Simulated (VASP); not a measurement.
Runs of VASP 6.6.1 on CdF2. The structure is that of space group Fm-3m (No. 225), or close to it. The cells are those of the table. 

```tsv
cell	gap on the mesh (eV)	pressure (GPa)
a = 3.696 Å, angles 60.0°, 3 atoms	4.13	12.4
a = 3.753, b = 3.753, c = 3.810 Å, angles 59.5, 59.5, 61.0°, 3 atoms	3.87	3.3
a = 3.753, b = 3.753, c = 3.696 Å, angles 60.5, 60.5, 59.0°, 3 atoms	3.98	(b)
a = 3.812, b = 3.812, c = 3.696 Å, angles 61.0, 61.0, 58.0°, 3 atoms	(a)	3.3
```

Alike in all rows: task single point; level r2SCAN; potentials or basis VASP PAW PBE potentials, release 64 (Cd_sv_GW, F); no spin polarisation; k mesh 8 × 8 × 8; cutoff (eV) 770; smearing gaussian 0.05 eV.

Task: Estimate the missing entries.

Result: (a) 3.80; (b) 7.5.

Caveats: the PAW data sets were made with another functional, which shifts forces and pressure a little; the cell stands under pressure (at least some runs); the stress differs along the axes, from -1 to 6 GPa (at least some runs).

A k mesh can miss the band edges, and the runs leave out spin-orbit coupling on Cd.
